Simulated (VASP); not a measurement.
# Ta7Fe9 (P1) in VASP: single point with PBE

Aim: the single point of Ta7Fe9 with PBE.

All numbers are computed with VASP 6.6.1; they aren't measurements. Logs are shortened: lines on timing, memory, paths and dates and some standing lists are left out, and cuts for length are marked.

### Step 1. The cell of the first run

The typed cell holds 16 atoms: a = 6.208 Å, b = 6.047 Å, c = 6.045 Å, α = 89.33°, β = 89.99°, γ = 89.99°.

### Step 2. Single point, PBE, collinear spin, ferromagnetic start

INCAR reads:

```
SYSTEM = Ta7Fe9
PREC = Accurate ; ENCUT = 520
EDIFF = 1E-6 ; ISMEAR = 0
SIGMA = 0.1 ; LREAL = Auto
LASPH = .TRUE. ; NELM = 150
ALGO = Normal ; ISIF = 2
LWAVE = .FALSE. ; LCHARG = .FALSE.
ISPIN = 2 ; MAGMOM = 4 4 4 4 4 4 4 4 4 0 0 0 0 0 0 0
LORBIT = 11 ; LMAXMIX = 4
GGA = PE ; ISYM = 0
NBANDS = 92
```

KPOINTS reads:

```
Automatic mesh
0
Gamma
  2 2 2
  0.5 0.5 0.5
```

POSCAR reads:

```
Ta7Fe9
1.0
    6.2078531832      0.0003747712      0.0007819050
    0.0003747712      6.0473124754      0.0355353444
    0.0007819050      0.0355353444      6.0453473517
Fe Ta
9 7
Direct
    0.0080048681      0.9969161466      0.0030930165
    0.4933604371      0.9969146672      0.0028259476
    0.2507595715      0.2433624676      0.2409114920
    0.7508301232      0.2491935585      0.2482090080
    0.2506941790      0.7570382603      0.2427467066
    0.2504965763      0.2462798035      0.7537919374
    0.7507670734      0.7570565111      0.2425561520
    0.2507231732      0.7591585880      0.7568438630
    0.7507920953      0.7513894915      0.7506362962
    0.0050144005      0.5108560431      1.0035494655
    0.0049974882     -0.0037861622      0.4890210166
    0.4965281078      0.5108327577      0.0035618042
    0.4964982747     -0.0037613816      0.4890147079
    1.0028974469      0.5013446888      0.4985039351
    0.4984777090      0.5013065292      0.4986062603
    0.7507711026      0.2340919252      0.7658323351
```

Potentials or basis: VASP PAW PBE potentials, release 64 (Fe, Ta_pv).

Command:

```console
> cat potpaw_PBE.64/Fe/POTCAR potpaw_PBE.64/Ta_pv/POTCAR > POTCAR
> mpirun -np 1 vasp_std > vasp.out
```

OUTCAR:

```text
SYSTEM = Ta7Fe9
   PREC = Accurate
   ENCUT = 520
   EDIFF = 1E-6
   ISMEAR = 0
   LREAL = Auto
   LASPH = .TRUE.
   NELM = 150
   ISIF = 2
   ISPIN = 2
   LORBIT = 11
   GGA = PE
   ISYM = 0

 ion  position               nearest neighbor table
   1  0.008  0.997  0.003-   5 2.53   8 2.57   3 2.57  16 2.57   7 2.59   6 2.60   4 2.67   9 2.67
                            11 2.94  10 2.94   2 3.01  11 3.11  10 3.11
   2  0.493  0.997  0.003-   5 2.54   8 2.57   3 2.57  16 2.57   7 2.59   6 2.60   9 2.67   4 2.67
                            13 2.94  12 2.94   1 3.01  13 3.11  12 3.11
   3  0.251  0.243  0.241-   2 2.57   1 2.57  11 2.60  13 2.60  12 2.64  10 2.64  14 2.70  15 2.70
                             5 2.94   6 2.94   6 3.10   4 3.10   4 3.10   5 3.11
   4  0.751  0.249  0.248-  11 2.63  13 2.63  14 2.67  15 2.67   1 2.67  10 2.67  12 2.67   2 2.67
                            16 2.92   7 2.98   7 3.07   3 3.10   3 3.10  16 3.13
   5  0.251  0.757  0.243-   1 2.53   2 2.54  11 2.59  12 2.59  10 2.59  13 2.59  14 2.66  15 2.66
                             8 2.94   3 2.94   7 3.10   7 3.10   3 3.11   8 3.11
   6  0.250  0.246  0.754-   1 2.60   2 2.60  14 2.66  15 2.66  10 2.69  11 2.69  12 2.69  13 2.69
                             3 2.94   8 2.95   3 3.10   8 3.10  16 3.10  16 3.11
   7  0.751  0.757  0.243-   1 2.59   2 2.59  10 2.62  12 2.62  13 2.62  11 2.62  14 2.68  15 2.68
                             9 2.97   4 2.98   4 3.07   9 3.07   5 3.10   5 3.10
   8  0.251  0.759  0.757-   2 2.57   1 2.57  10 2.60  12 2.60  11 2.64  13 2.64  15 2.70  14 2.70
                             5 2.94   6 2.95   6 3.10   9 3.10   9 3.10   5 3.11
   9  0.751  0.751  0.751-  10 2.63  12 2.63  14 2.67  15 2.67  11 2.67  13 2.67   2 2.67   1 2.67
                            16 2.92   7 2.97   7 3.07   8 3.10   8 3.10  16 3.13
  10  0.005  0.511  0.004-   5 2.59   8 2.60   7 2.62   9 2.63   3 2.64   4 2.67   6 2.69  16 2.72
                             1 2.94  14 2.99  12 3.05  14 3.05   1 3.11  12 3.16
  11  0.005  0.996  0.489-   5 2.59   3 2.60   7 2.62   4 2.63   8 2.64   9 2.67   6 2.69  16 2.72
                             1 2.94  14 2.99  13 3.05  14 3.06   1 3.11  13 3.16
  12  0.497  0.511  0.004-   5 2.59   8 2.60   7 2.62   9 2.63   3 2.64   4 2.67   6 2.69  16 2.72
                             2 2.94  15 2.99  10 3.05  15 3.05   2 3.11  10 3.16
  13  0.496  0.996  0.489-   5 2.59   3 2.60   7 2.62   4 2.63   8 2.64   9 2.67   6 2.69  16 2.72
                             2 2.94  15 2.99  11 3.05  15 3.06   2 3.11  11 3.16
  14  0.003  0.501  0.499-   6 2.66   5 2.66   9 2.67   4 2.67   7 2.68   3 2.70   8 2.70  16 2.76
                            10 2.99  11 2.99  10 3.05  11 3.06  15 3.08  15 3.13
  15  0.498  0.501  0.499-   6 2.66   5 2.66   9 2.67   4 2.67   7 2.68   3 2.70   8 2.70  16 2.76
                            12 2.99  13 2.99  12 3.05  13 3.06  14 3.08  14 3.13
  16  0.751  0.234  0.766-   2 2.57   1 2.57  12 2.72  11 2.72  10 2.72  13 2.72  14 2.76  15 2.76
                             4 2.92   9 2.92   6 3.10   6 3.11   9 3.13   4 3.13

IMPORTANT INFORMATION: All symmetrisations will be switched off!
NOSYMM: (Re-)initialisation of all symmetry stuff for point group C_1.

----------------------------------------------------------------------------------------

                                     Primitive cell

  volume of cell :     226.9395

  direct lattice vectors                    reciprocal lattice vectors
[... 507 lines left out ...]
     85       6.4593      0.00000
     86       6.4753      0.00000
 Fermi energy:         6.1058642496

 spin component 2

 k-point     1 :       0.2500    0.2500    0.2500
  band No.  band energies     occupation
      1     -28.6737      1.00000
      2     -28.6101      1.00000
      3     -28.5734      1.00000
      4     -28.5676      1.00000
      5     -28.5432      1.00000
      6     -28.5274      1.00000
[... 345 lines left out ...]
     85       7.2946      0.00000
     86       7.4000      0.00000
 [bands above 86 left out]

------------------------ aborting loop because EDIFF is reached ----------------------------------------

  FORCE on cell =-STRESS in cart. coord.  units (eV):
  Direction    XX          YY          ZZ          XY          YZ          ZX
  --------------------------------------------------------------------------------------
  -------------------------------------------------------------------------------------
  Total       -0.2908863     -0.3315670     -0.2326161     -0.0104658     -0.0639190     -0.0330487
  in kB       -2.0536370     -2.3408406     -1.6422538     -0.0738878     -0.4512638     -0.2333218
  external PRESSURE =      -2.0122438 kB  Pullay stress =       0.0000000 kB

 VOLUME and BASIS-vectors are now :
 -----------------------------------------------------------------------------
  energy-cutoff  :      520.00
  volume of cell :      226.94
      direct lattice vectors                 reciprocal lattice vectors
     6.207853183  0.000374771  0.000781905     0.161086287 -0.000009861 -0.000020777
     0.000374771  6.047312475  0.035535344    -0.000009861  0.165368426 -0.000972056
     0.000781905  0.035535344  6.045347352    -0.000020777 -0.000972056  0.165422183

 POSITION                                       TOTAL-FORCE (eV/Angst)
 -----------------------------------------------------------------------------------
      0.05007      6.02878      0.05413        -0.004195      0.001740     -0.005453
      3.06308      6.02894      0.05290         0.005253      0.001214      0.005208
      1.55696      1.48034      1.46524        -0.000179      0.002418     -0.002002
      4.66133      1.51605      1.50995        -0.004726      0.005192      0.004922
      1.55675      4.58677      1.49459         0.003142     -0.005215      0.014784
      1.55573      1.51621      4.56588         0.014362      0.016756     -0.025449
[... 8 lines left out ...]
      3.09505      3.04946      3.03245         0.001627     -0.019170      0.012920
      4.66136      1.44312      4.63863        -0.007620     -0.029652      0.010079
 -----------------------------------------------------------------------------------
    total drift:                                0.002422     -0.000269      0.000515

  FREE ENERGIE OF THE ION-ELECTRON SYSTEM (eV)
  ---------------------------------------------------
  free  energy   TOTEN  =      -157.9100282480 eV

  energy  without entropy=     -157.8649390023  energy(sigma->0) =     -157.88748363

 total charge

# of ion       s       p       d       tot
------------------------------------------
    1        0.450   0.485   6.133   7.068
    2        0.450   0.485   6.133   7.068
    3        0.498   0.497   6.332   7.327
    4        0.483   0.515   6.305   7.303
    5        0.512   0.520   6.364   7.395
    6        0.475   0.504   6.294   7.273
[... 8 lines left out ...]
   15        0.383   6.223   2.283   8.888
   16        0.401   6.190   2.569   9.160
--------------------------------------------------
tot          7.080  48.001  72.876 127.958

 magnetization (x)

# of ion       s       p       d       tot
------------------------------------------
    1        0.010  -0.028   2.554   2.536
    2        0.010  -0.028   2.554   2.536
    3        0.011  -0.042   1.244   1.213
    4        0.005  -0.036   1.249   1.218
    5        0.013  -0.042   1.307   1.278
    6        0.003  -0.041   1.151   1.113
[... 8 lines left out ...]
   15       -0.009  -0.027  -0.140  -0.176
   16       -0.007  -0.034  -0.086  -0.128
--------------------------------------------------
tot          0.012  -0.587  12.470  11.894
```

OSZICAR:

```text
N       E                     dE             d eps       ncg     rms          rms(c)
DAV:   1     0.173171487307E+04    0.17317E+04   -0.69020E+04  1480   0.191E+03
DAV:   2     0.301370438231E+02   -0.17016E+04   -0.16623E+04  1472   0.551E+02
[... 19 lines left out ...]
DAV:  22    -0.157909813496E+03    0.15641E-03   -0.24725E-03  2488   0.496E-01    0.199E-01
DAV:  23    -0.157910028490E+03   -0.21499E-03   -0.15214E-03  2304   0.263E-01    0.924E-02
DAV:  24    -0.157910046782E+03   -0.18291E-04   -0.49382E-04  2208   0.193E-01    0.811E-02
DAV:  25    -0.157910028522E+03    0.18260E-04   -0.13996E-04  2200   0.109E-01    0.283E-02
DAV:  26    -0.157910027887E+03    0.63505E-06   -0.22139E-05  2016   0.357E-02    0.951E-03
DAV:  27    -0.157910028248E+03   -0.36095E-06   -0.32401E-06  1408   0.128E-02
   1 F= -.15791003E+03 E0= -.15788748E+03  d E =-.450892E-01  mag=    11.0415
```

Run time: 12 min. Hardware: 1 thread of Intel Xeon Platinum 8488C (Sapphire Rapids), shared host; peak memory 0.47 GiB.

What came out:

| Property | Result |
| --- | --- |
| Free energy | -157.9100 eV |
| Pressure | -0.2 GPa |
| Largest force | 0.034 eV/Å |
| Net moment | 11.04 μB per cell |
| Site moments | Fe +2.54, +1.21, +1.22, +1.28, +1.11 (each value once); Ta -0.29, -0.18, -0.13 (each value once) μB |
| Valence electrons inside the program's atomic spheres | Fe 7.07, 7.33, 7.30, 7.39, 7.27 (each value once); Ta 8.91, 8.89, 9.16 (each value once) |

Forces on the atoms (eV/Å):
```
Fe  -0.004  0.002 -0.005
Fe   0.005  0.001  0.005
Fe   0.000  0.002 -0.002
Fe  -0.005  0.005  0.005
Fe   0.003 -0.005  0.015
Fe   0.014  0.017 -0.025
Fe  -0.003 -0.004  0.017
Fe   0.001  0.000 -0.018
Fe  -0.003  0.013 -0.009
Ta   0.018  0.005 -0.007
Ta   0.017  0.014 -0.005
Ta  -0.022  0.007 -0.003
Ta  -0.018  0.012 -0.007
Ta   0.001 -0.020  0.017
Ta   0.002 -0.019  0.013
Ta  -0.008 -0.030  0.010
```

Levels at points of the mesh, in eV from the Fermi level:
Spin up:
| k point | band 78 | band 79 | band 80 | band 81 | band 82 | band 83 |
| --- | --- | --- | --- | --- | --- | --- |
| (0.25, 0.25, 0.25) | -0.49 | -0.31 | -0.04 | 0.13 | 0.16 | 0.21 |
Spin down:
| k point | band 66 | band 67 | band 68 | band 69 | band 70 | band 71 | band 72 | band 73 |
| --- | --- | --- | --- | --- | --- | --- | --- | --- |
| (0.25, 0.25, 0.25) | -0.81 | -0.72 | -0.65 | -0.12 | 0.20 | 0.32 | 0.34 | 0.51 |

Caveat: the k points lie up to 0.52 Å⁻¹ apart; spin-orbit coupling is left out, which moves the levels of the heavy elements.
